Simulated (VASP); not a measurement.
# Si (Cmmm) in VASP: a series of runs

Runs on Si. Level: LDA. Tasks: single point.

Program: VASP 6.6.1. These are calculated values, not measurements. Logs are shortened: lines on timing, memory, paths and dates and some standing lists are left out, and cuts for length are marked.

### 1 The cell of the first run

The structure is orthorhombic, space group Cmmm (No. 65). The conventional cell has a = 2.452 Å, b = 4.789 Å, c = 2.471 Å, α = 90.00°, β = 90.00°, γ = 90.00°. Si (site symmetry mmm) has 8 Si at 2.45 to 2.69 Å within 3.2 Å.

### 2 Single point, LDA (strain -0.0600 x Voigt [1, -1, 0, 0, 0, 0])

INCAR

```
SYSTEM = Si
  PREC = Accurate
  ENCUT = 520
  EDIFF = 1E-6
  ISMEAR = 0
  SIGMA = 0.15
  LREAL = .False.
  LASPH = .True.
  NELM = 100
  ALGO = Normal
  ISIF = 2
  LWAVE = .False.
  LCHARG = .False.
  GGA = CA
  NBANDS = 8
```

KPOINTS

```
regular mesh
0
Gamma
  24 24 24
  0 0 0
```

POSCAR

```
Si
1.0
    2.4519819120      0.0000000000      0.0000000000
   -1.2259909560      2.3945610032      0.0000000000
    0.0000000000      0.0000000000      2.4707612611
Si
1
Direct
    0.0000000000      0.0000000000      0.0000000000
```

Potentials or basis: VASP PAW LDA potentials, release 64 (Si).

On the command line:

```sh
cat potpaw_LDA.64/Si/POTCAR > POTCAR
mpirun -np 1 vasp_std > vasp.out
```

OUTCAR:

```text
SYSTEM = Si
   PREC = Accurate
   ENCUT = 520
   EDIFF = 1E-6
   ISMEAR = 0
   LREAL = .False.
   LASPH = .True.
   NELM = 100
   ISIF = 2
   GGA = CA

 ion  position               nearest neighbor table
   1  0.000  0.000  0.000-

  LATTYP: Found a base centered orthorhombic cell.
 ALAT       =     2.4519819120
 B/A-ratio  =     1.9531636767
 C/A-ratio  =     1.0076588449

  Lattice vectors:

 A1 = (   1.2259909560,  -2.3945610032,   0.0000000000)
 A2 = (   1.2259909560,   2.3945610032,   0.0000000000)
 A3 = (   0.0000000000,   0.0000000000,   2.4707612611)

Analysis of symmetry for initial positions (statically):
=====================================================================
 Subroutine PRICEL returns:
 Original cell was already a primitive cell.

 Routine SETGRP: Setting up the symmetry group for a
 base centered orthorhombic supercell.

 Subroutine GETGRP returns: Found  8 space group operations
 (whereof  8 operations were pure point group operations)
 out of a pool of  8 trial point group operations.

The static configuration has the point symmetry D_2h.

Analysis of symmetry for dynamics (positions and initial velocities):
=====================================================================
 Subroutine PRICEL returns:
 Original cell was already a primitive cell.

 Routine SETGRP: Setting up the symmetry group for a
 base centered orthorhombic supercell.

 Subroutine GETGRP returns: Found  8 space group operations
 (whereof  8 operations were pure point group operations)
 out of a pool of  8 trial point group operations.

The dynamic configuration has the point symmetry D_2h.

 Subroutine INISYM returns: Found  8 space group operations
 (whereof  8 operations are pure point group operations),
 and found     1 'primitive' translations

----------------------------------------------------------------------------------------

                                     Primitive cell

  volume of cell :      14.5069

  direct lattice vectors                    reciprocal lattice vectors
     2.451981912  0.000000000  0.000000000     0.407833351  0.208806541  0.000000000
    -1.225990956  2.394561003  0.000000000     0.000000000  0.417613082  0.000000000
     0.000000000  0.000000000  2.470761261     0.000000000  0.000000000  0.404733560

  length of vectors
     2.451981912  2.690162862  2.470761261     0.458179238  0.417613082  0.404733560

  position of ions in fractional coordinates (direct lattice)
     0.000000000  0.000000000  0.000000000

  ion indices of the primitive-cell ions
   primitive index   ion index
                 1           1

----------------------------------------------------------------------------------------

 KPOINTS: regular mesh

Automatic generation of k-mesh.
 Grid dimensions read from file:
 generate k-points for:   24   24   24

 Generating k-lattice:

  Cartesian coordinates                     Fractional coordinates (reciprocal lattice)
     0.016993056  0.008700273  0.000000000     0.041666667  0.000000000  0.000000000
     0.000000000  0.017400545  0.000000000     0.000000000  0.041666667  0.000000000
     0.000000000  0.000000000  0.016863898     0.000000000  0.000000000  0.041666667

  Length of vectors
     0.019090802  0.017400545  0.016863898

  Shift w.r.t. Gamma in fractional coordinates (k-lattice)
     0.000000000  0.000000000  0.000000000

 Subroutine IBZKPT returns following result:
 ===========================================

 Found   2041 irreducible k-points:

 Following reciprocal coordinates:
            Coordinates               Weight
  0.000000  0.000000  0.000000      1.000000
  0.041667  0.000000  0.000000      4.000000
  0.083333  0.000000  0.000000      4.000000
  0.125000  0.000000  0.000000      4.000000
  0.166667  0.000000  0.000000      4.000000
  0.208333  0.000000  0.000000      4.000000
[... 16 lines left out ...]
  0.375000  0.041667  0.000000      4.000000
  0.416667  0.041667  0.000000      4.000000
 [... further k-points ...]
   k-points           NKPTS =   2041   k-points in BZ     NKDIM =   2041   number of bands    NBANDS=      8
   number of dos      NEDOS =    301   number of ions     NIONS =      1
   total plane-waves  NPLWV =   6480
   dimension x,y,z NGX =    18 NGY =   20 NGZ =   18
   dimension x,y,z NGXF=    36 NGYF=   40 NGZF=   36
   ions per type =               1
   NGX,Y,Z   is equivalent  to a cutoff of  12.20, 12.36, 12.11 a.u.
   NGXF,Y,Z  is equivalent  to a cutoff of  24.41, 24.72, 24.22 a.u.
 SYSTEM =  Si
   PREC   = accura    normal or accurate (medium, high low for compatibility)
   ISTART =      0    job   : 0-new  1-cont  2-samecut
   ICHARG =      2    charge: 1-file 2-atom 10-const
   ISPIN  =      1    spin polarized calculation?
   LNONCOLLINEAR =      F non collinear calculations
   LSORBIT =      F    spin-orbit coupling
   LASPH  =      T    aspherical Exc in radial PAW
   ENCUT  =  520.0 eV  38.22 Ry    6.18 a.u.   4.56  5.00  4.59*2*pi/ulx,y,z
   NELM   =    100;   NELMIN=  2; NELMDL= -5     # of ELM steps
   EDIFF  = 0.1E-05   stopping-criterion for ELM
   LREAL  =      F    real-space projection
   EDIFFG = 0.1E-04   stopping-criterion for IOM
   NSW    =      0    number of steps for IOM
   IBRION =     -1    ionic relax: 0-MD 1-quasi-New 2-CG
   NFREE  =      0    steps in history (QN), initial steepest desc. (CG)
   ISIF   =      2    stress and relaxation
   ISYM   =      2    0-nonsym 1-usesym 2-fastsym
   POTIM  = 0.5000    time-step for ionic-motion
   TEBEG  =    0.0;   TEEND  =   0.0 temperature during run
   PSTRESS=    0.0 pullay stress
   NELECT =       4.0000    total number of electrons
   NUPDOWN=      -1.0000    fix difference up-down
   EMIN   =  10.00;   EMAX   =-10.00  energy-range for DOS
   EFERMI =   0.00;   METHOD = LEGACY
   ISMEAR =     0;   SIGMA  =   0.15  broadening in eV -4-tet -1-fermi 0-gaus
   EFERMI_NEDOS =   21; number of points for ismear=-14 and -15
   IALGO  =     38    algorithm
   IMIX   =      4    mixing-type and parameters
     AMIX     =   0.40;   BMIX     =  1.00
     AMIX_MAG =   1.60;   BMIX_MAG =  1.00
  volume/ion in A,a.u.               =      14.51        97.90
  Fermi-wavevector in a.u.,A,eV,Ry     =   1.065541  2.013581 15.447751  1.135378
  Thomas-Fermi vector in A             =   2.201096
   LORBIT       =      0    0 simple, 1 ext, 2 COOP (PROOUT), +10 PAW based schemes
   GGA     = CA    functional components
   LHFCALC =     F    Hartree Fock is set to
   AEXX    =    0.0000 exact exchange contribution
   IVDW    =     0    specifies the selected vdW correction
   LEPSILON=     F    determine dielectric tensor
   LRPA    =     F    only Hartree local field effects (RPA)
 non-spin polarized calculation
 Gauss-broadening in eV      SIGMA  =   0.15
  energy-cutoff  :      520.00
  volume of cell :       14.51
 maximum number of plane-waves:       409
   NGX =  9   NGY = 11   NGZ =  9

 number of electron       4.0000000 magnetization

 Free energy of the ion-electron system (eV)
  ---------------------------------------------------
  ext. energy  EPLUGINS =         0.00000000
  ---------------------------------------------------
  free energy    TOTEN  =        -5.71113988 eV

  energy without entropy =       -5.70723803  energy(sigma->0) =       -5.70918896

 E-fermi :   9.7831     XC(G=0): -11.1862

 val. band max:        9.7775059762   @ k =   0.2917   0.2500   0.3750
 cond. band min:       9.7857932229   @ k =   0.2500   0.1667   0.0833
 fundamental gap:      0.0082872466
 Fermi energy:         9.7831035741

 k-point     1 :       0.0000    0.0000    0.0000
  band No.  band energies     occupation
      1      -4.4105      2.00000
      2      17.1667      0.00000
      3      17.5270      0.00000
      4      18.3343      0.00000
      5      20.1827      0.00000
      6      21.8799      0.00000
      7      24.4690      0.00000
      8      28.7702      0.00000

 k-point     2 :       0.0417    0.0000    0.0000
  band No.  band energies     occupation
      1      -4.3578      2.00000
      2      16.9928      0.00000
      3      17.5710      0.00000
      4      18.2276      0.00000
      5      19.9537      0.00000
      6      22.1747      0.00000
      7      23.9276      0.00000
      8      29.3888      0.00000

 k-point     3 :       0.0833    0.0000    0.0000
  band No.  band energies     occupation
      1      -4.2000      2.00000
      2      16.5477      0.00000
      3      17.7030      0.00000
      4      17.7429      0.00000
      5      19.5486      0.00000
      6      22.8740      0.00000
      7      23.0205      0.00000
      8      30.1090      0.00000

 k-point     4 :       0.1250    0.0000    0.0000
  band No.  band energies     occupation
      1      -3.9372      2.00000
      2      15.8693      0.00000
      3      16.8397      0.00000
      4      17.9226      0.00000
      5      19.1948      0.00000
      6      22.3579      0.00000
      7      23.8286      0.00000
      8      30.9537      0.00000

 k-point     5 :       0.1667    0.0000    0.0000
  band No.  band energies     occupation
      1      -3.5699      2.00000
      2      14.7477      0.00000
      3      16.0202      0.00000
      4      18.2296      0.00000
      5      18.7784      0.00000
      6      22.1215      0.00000
      7      24.9407      0.00000
      8      31.9201      0.00000
[... 177 lines left out ...]
 k-point    22 :       0.3333    0.0417    0.0000
  band No.  band energies     occupation
      1      -0.6909      2.00000
      2       7.9308      2.00000
      3      13.1211      0.00000
      4      17.6577      0.00000
      5      20.6141      0.00000
      6      24.4022      0.00000
      7      28.1940      0.00000
      8      31.1892      0.00000

 k-point    23 :       0.3750    0.0417    0.0000
  band No.  band energies     occupation
      1       0.2240      2.00000
      2       6.4651      2.00000
      3      13.0183      0.00000
      4      17.2608      0.00000
      5      21.3520      0.00000
      6      25.2009      0.00000
      7      27.0084      0.00000
      8      30.8876      0.00000

 k-point    24 :       0.4167    0.0417    0.0000
  band No.  band energies     occupation
      1       1.2345      2.00000
      2       5.0786      2.00000
      3      13.0061      0.00000
      4      16.9305      0.00000
      5      22.1267      0.00000
      6      25.9199      0.00000
      7      26.0578      0.00000
      8      29.9773      0.00000

 [... further k-points ...]

------------------------ aborting loop because EDIFF is reached ----------------------------------------

  FORCE on cell =-STRESS in cart. coord.  units (eV):
  Direction    XX          YY          ZZ          XY          YZ          ZX
  --------------------------------------------------------------------------------------
  -------------------------------------------------------------------------------------
  Total        0.8324699     -0.1463963     -0.1561479     -0.0000000      0.0000000      0.0000000
  in kB       91.9401457    -16.1683868    -17.2453811     -0.0000000      0.0000000      0.0000000
  external PRESSURE =      19.5087926 kB  Pullay stress =       0.0000000 kB

 VOLUME and BASIS-vectors are now :
 -----------------------------------------------------------------------------
  energy-cutoff  :      520.00
  volume of cell :       14.51
      direct lattice vectors                 reciprocal lattice vectors
     2.451981912  0.000000000  0.000000000     0.407833351  0.208806541  0.000000000
    -1.225990956  2.394561003  0.000000000     0.000000000  0.417613082  0.000000000
     0.000000000  0.000000000  2.470761261     0.000000000  0.000000000  0.404733560

 POSITION                                       TOTAL-FORCE (eV/Angst)
 -----------------------------------------------------------------------------------
      0.00000      0.00000      0.00000        -0.000000      0.000000      0.000000
 -----------------------------------------------------------------------------------
    total drift:                               -0.000000     -0.000000      0.000000

  FREE ENERGIE OF THE ION-ELECTRON SYSTEM (eV)
  ---------------------------------------------------
  free  energy   TOTEN  =        -5.7111398850 eV

  energy  without entropy=       -5.7072380338  energy(sigma->0) =       -5.70918896
```

It took 2.1 min on 1 thread of Intel Xeon Platinum 8259CL at 2.50GHz (Skylake/Cascade Lake), shared host; peak memory 0.28 GiB.

Results:

| Item | Value |
| --- | --- |
| Free energy | -5.7111 eV |
| Pressure | 2.0 GPa |
| Band gap on the k mesh | zero (band 2 reaches 17.17 eV, above the bottom of band 3 at 5.98 eV) |

Stress tensor (GPa, compression positive):
```
 9.19  0.00  0.00
 0.00 -1.62  0.00
 0.00  0.00 -1.72
```

Caveat: the cell differs from its parent crystal (strain -0.0600 x Voigt [1, -1, 0, 0, 0, 0]).

### 3 Single point, LDA (strain +0.0450 x Voigt [1, -1, 0, 0, 0, 0])

INCAR

```
ALGO = Normal ; EDIFF = 1E-7
ENCUT = 520 ; GGA = CA
ISIF = 2 ; ISMEAR = 0
LASPH = T ; LCHARG = T
LELF = T ; LREAL = F
LVHAR = T ; LWAVE = F
NBANDS = 8 ; NELM = 60
PREC = Accurate ; SIGMA = 0.15
```

KPOINTS

```
k-points
0
Gamma
  24 24 24
```

POSCAR

```
Si
1.0
    2.7258735086      0.0000000000      0.0000000000
   -1.3629367543      2.1573639227      0.0000000000
    0.0000000000      0.0000000000      2.4707612611
Si
1
Direct
    0.0000000000      0.0000000000      0.0000000000
```

Potentials or basis: VASP PAW LDA potentials, release 64 (Si).

On the command line:

```sh
cat potpaw_LDA.64/Si/POTCAR > POTCAR
mpirun -np 1 vasp_std > vasp.out
```

Run time: 2.4 min. Hardware: 1 thread of Intel Xeon Platinum 8259CL at 2.50GHz (Skylake/Cascade Lake), shared host; peak memory 0.28 GiB.

It converged, with:

| Quantity | Value |
| --- | --- |
| Free energy | -5.7283 eV |
| Pressure | 1.0 GPa |
| Band gap on the k mesh | zero (band 2 reaches 17.22 eV, above the bottom of band 3 at 5.56 eV) |

Stress tensor (GPa, compression positive):
```
-0.25  0.00  0.00
 0.00  5.04  0.00
 0.00  0.00 -1.85
```

Levels at points of the mesh, in eV from the Fermi level:
| k point | band 1 | band 2 | band 3 | band 4 | band 5 | band 6 |
| --- | --- | --- | --- | --- | --- | --- |
| (0.00, 0.00, 0.00) | -14.17 | 7.45 | 7.77 | 9.60 | 10.94 | 10.98 |
| (0.50, 0.00, 0.00) | -7.99 | -6.96 | 6.29 | 7.24 | 12.35 | 14.90 |
| (0.00, 0.50, 0.00) | -6.67 | -6.48 | 3.46 | 5.42 | 13.35 | 15.19 |
| (0.00, 0.00, 0.50) | -9.34 | -7.25 | 13.10 | 13.60 | 14.50 | 15.99 |
| (0.50, 0.00, 0.50) | -3.13 | -2.41 | -2.37 | 1.32 | 9.87 | 13.18 |
| (0.00, 0.50, 0.50) | -2.72 | -1.38 | -0.88 | 1.83 | 7.03 | 10.99 |

Caveat: the cell differs from its parent crystal (strain +0.0450 x Voigt [1, -1, 0, 0, 0, 0]).
